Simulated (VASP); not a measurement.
Crystal: Os.

```
Os
1.0
     0.00000    1.94500    1.94500
     1.94500    0.00000    1.94500
     1.94500    1.94500    0.00000
Os
1
Direct
  0.00000 0.00000 0.00000
```

Base run:

```yaml
Program: VASP 6.6.1
Functional: PBEsol
Potentials_or_basis: VASP PAW PBE potentials, release 64 (Os)
Cutoff: 520 eV
k_mesh: 12 × 12 × 12
Occupations: gaussian, width 0.02 eV
Spin: no spin polarisation
```

Its results: band gap on the k mesh zero (band 4 reaches 10.68 eV, above the bottom of band 5 at 7.15 eV); pressure -20.5 GPa.

Task: After a change of settings the same cell gave: band gap on the k mesh zero (band 4 reaches 10.85 eV, above the bottom of band 5 at 7.31 eV); pressure -10.3 GPa. Which change was it?
A. cutoff from 520 eV to 600 eV; occupations from gaussian, width 0.02 eV to methfessel-paxton, width 0.05 eV; further incar settings from ALGO = Fast; EDIFF = 1e-06; NBANDS = 10 to ALGO = Normal; EDIFF = 1e-06; NBANDS = 10
B. functional from PBEsol to PBE; further incar settings from ALGO = Fast; EDIFF = 1e-06; NBANDS = 10 to ALGO = Fast; EDIFF = 1e-07; NBANDS = 10
C. k mesh from 12 × 12 × 12 to 7 × 7 × 7; occupations from gaussian, width 0.02 eV to gaussian, width 0.15 eV
D. further incar settings from ALGO = Fast; EDIFF = 1e-06; NBANDS = 10 to ALGO = Normal; EDIFF = 1e-07; NBANDS = 10

Result: B.

Caveats: spin-orbit coupling is left out, which moves the levels of the heavy elements; the PAW data sets were made with another functional, which shifts forces and pressure a little (some runs).
